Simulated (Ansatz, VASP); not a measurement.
Two plane-wave programs on ZrH3

```
Zr H
1.0
     3.11211    0.00000    0.00000
     0.00000    3.11211    0.00000
     0.00000    0.00000    3.11211
Zr H
1 3
Cartesian
  0.0000 0.0000 0.0000
  0.0000 1.5561 1.5561
  1.5561 0.0000 1.5561
  1.5561 1.5561 0.0000
```

Alike in both runs: functional r2SCAN; k mesh 14 × 14 × 14; occupations gaussian, width 0.1 eV; no spin polarisation.

Ansatz relaxed the structure, and its values are those at the end. VASP's run is a single point on that final structure, the one shown.

|  | VASP | Ansatz |
| --- | --- | --- |
| version | VASP 6.6.1 | Ansatz 0.2.0 |
| potentials or method | VASP PAW PBE potentials, release 64 (Zr_sv, H), cutoff 520 eV | scalar-relativistic, plane waves, PAW |
| valence electrons in the cell | 15 | 15 |

|  | VASP | Ansatz | Ansatz less VASP |
| --- | --- | --- | --- |
| gap on the k mesh at the Fermi level (eV) | none | none | - |
| pressure (GPa) | -0.1 | 0.0 | +0.11 |

VASP's potentials were made for PBE, not for r2SCAN. A gap of «none» marks a metal or a gap that the smearing closes. With one functional, cell and mesh, what is left measures potentials, basis and numerics.
